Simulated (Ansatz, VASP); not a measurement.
**Two plane-wave programs on MgO**

```
Mg O
1.0
     0.00000    2.10377    2.10377
     2.10377    0.00000    2.10377
     2.10377    2.10377    0.00000
Mg O
1 1
Direct
  0.00000 0.00000 0.00000
  0.50000 0.50000 0.50000
```

Alike in both runs: functional r2SCAN; k mesh 10 × 10 × 10; occupations gaussian, width 0.02 eV; no spin polarisation.

Ansatz relaxed the structure, and its values are those at the end. VASP's run is a single point on that final structure, the one shown.

```csv
,VASP,Ansatz
version,VASP 6.6.1,Ansatz 0.2.0
potentials or method,"VASP PAW PBE potentials, release 64 (Mg, O), cutoff 520 eV","scalar-relativistic, plane waves, PAW"
valence electrons in the cell,8,16
```

```csv
,VASP,Ansatz,Ansatz less VASP
gap on the k mesh at the Fermi level (eV),5.64,5.68,+0.041
least direct gap on the mesh (eV),5.64,5.68,+0.041
pressure (GPa),-1.5,0.0,+1.52
```

VASP's potentials were made for PBE, not for r2SCAN. VASP's potentials hold 8 valence electrons a cell and Ansatz's 16, so a difference there can come from the potentials and not from the codes.
